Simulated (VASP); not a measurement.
## NbRu3C: single point with PBEsol

Crystal: NbRu3C.

```
Ru Nb C
1.0
     4.06514    0.00000    0.00000
     0.00000    4.06514    0.00000
     0.00000    0.00000    4.06514
Ru Nb C
3 1 1
Direct
  0.50000 0.50000 0.00000
  0.50000 0.00000 0.50000
  0.00000 0.50000 0.50000
  0.00000 0.00000 0.00000
  0.50000 0.50000 0.50000
```

* Program: VASP 6.6.1
* Task: single point
* Functional: PBEsol
* Potentials or basis: VASP PAW PBE potentials, release 64 (Ru_pv, Nb_sv, C)
* Cutoff: 520 eV
* k mesh: 7 × 7 × 7
* Occupations: fermi-dirac, width 0.05 eV
* Spin: no spin polarisation
* Dipole correction: no
* Further INCAR settings: ALGO = Normal; EDIFF = 1e-06; NBANDS = 38

```json
{
  "Pressure": "-11.9 GPa"
}
```

Levels at points of the mesh, in eV from the Fermi level:
```
           k point  band 25  band 26  band 27  band 28  band 29  band 30  band 31  band 32  band 33  band 34
(0.00, 0.00, 0.00)    -2.56    -2.56    -1.39    -1.39     0.63     0.65     0.65     0.65     1.84     1.84
```

Wall time 67 s on 1 thread of AMD EPYC 7R43 64-Core Processor (Zen 3), with other jobs on the host, peak memory 0.16 GiB.

Caveat: the PAW data sets were made with another functional, which shifts forces and pressure a little.
